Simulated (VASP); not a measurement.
Crystal: MnS.

```
Mn S
1.0
     0.00000    2.57113    2.57113
     2.57113    0.00000    2.57113
     2.57113    2.57113    0.00000
Mn S
1 1
Direct
  0.00000 0.00000 0.00000
  0.75000 0.75000 0.75000
```

Base run:

- Program: VASP 6.6.1
- Functional: PBEsol
- Potentials or basis: VASP PAW PBE potentials, release 64 (Mn_pv, S)
- Cutoff: 520 eV
- k mesh: 16 × 16 × 16
- Occupations: gaussian, width 0.15 eV
- Spin: collinear spin, ferromagnetic start
- Starting moments: [2.188, 0.0] μB
- Fixed moment: 2.1875 μB

Its results: pressure -5.9 GPa; site moments Mn +2.14; S -0.07 μB.

Task: The run is repeated on the same cell with these changes: fixed moment from 2.1875 μB to 0.4375 μB; moments at the start from [2.19, 0.0] to [0.44, 0.0]. What comes out?

Result: Pressure -14.8 GPa; site moments Mn +0.43; S -0.02 μB.

Caveats: the cell stands under tension; the PAW data sets were made with another functional, which shifts forces and pressure a little; the total moment is fixed, so each spin has its own Fermi level and the state may be an excited one; a cell with one magnetic atom can't hold antiferromagnetic order, which such compounds often take.
